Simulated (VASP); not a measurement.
Input of a VASP 6.6.1 run:

INCAR

```
ALGO = Normal
EDIFF = 1E-6
EDIFFG = -0.01
ENCUT = 600
GGA = PE
IBRION = 2
ISIF = 3
ISMEAR = 0
LASPH = T
LCHARG = F
LREAL = F
LWAVE = F
NELM = 80
NSW = 100
PREC = Accurate
SIGMA = 0.1
```

KPOINTS

```
k-points
0
Gamma
  12 12 6
```

Contents of POSCAR:

```
TaMo2C3
1.0
    3.1166360200      0.0000000000      0.0000000000
   -1.5583180100      2.6990859700      0.0000000000
    0.0000000000      0.0000000000      7.6863160100
Ta Mo C
1 2 3
Direct
    0.0000000000      0.0000000000      0.0000000000
    0.3333333300      0.6666666700      0.6692299800
    0.6666666700      0.3333333300      0.3307700200
    0.0000000000      0.0000000000      0.5000000000
    0.3333333300      0.6666666700      0.1679210100
    0.6666666700      0.3333333300      0.8320789900
```

Potentials or basis: VASP PAW PBE potentials, release 64 (Ta_pv, Mo_sv, C).

Run with:

```console
$ cat potpaw_PBE.64/Ta_pv/POTCAR potpaw_PBE.64/Mo_sv/POTCAR potpaw_PBE.64/C/POTCAR > POTCAR
$ mpirun -np 1 vasp_std > vasp.out
```

Q: Predict the relaxed cell.

A: a = 3.107 Å, b = 3.107 Å, c = 7.678 Å, α = 90.00°, β = 90.00°, γ = 120.00°.

Q: Estimate the relaxed volume.

A: 10.70 Å³/atom.

The path:
| step | energy change (eV) | largest force (eV/Å) | pressure (GPa) | volume (Å³) |
| --- | --- | --- | --- | --- |
| 1 | 0.0000 | 0.1246 | -2.40 | 64.66 |
| 2 | 0.0126 | 0.0295 | 5.50 | 63.16 |
| 3 | -0.0042 | 0.0770 | 0.14 | 64.15 |
| 4 | -0.0047 | 0.0100 | 0.00 | 64.18 |
| 5 | -0.0047 | 0.0136 | 0.02 | 64.18 |
| 6 | -0.0047 | 0.0158 | 0.00 | 64.18 |
| 7 | -0.0047 | 0.0084 | 0.01 | 64.18 |
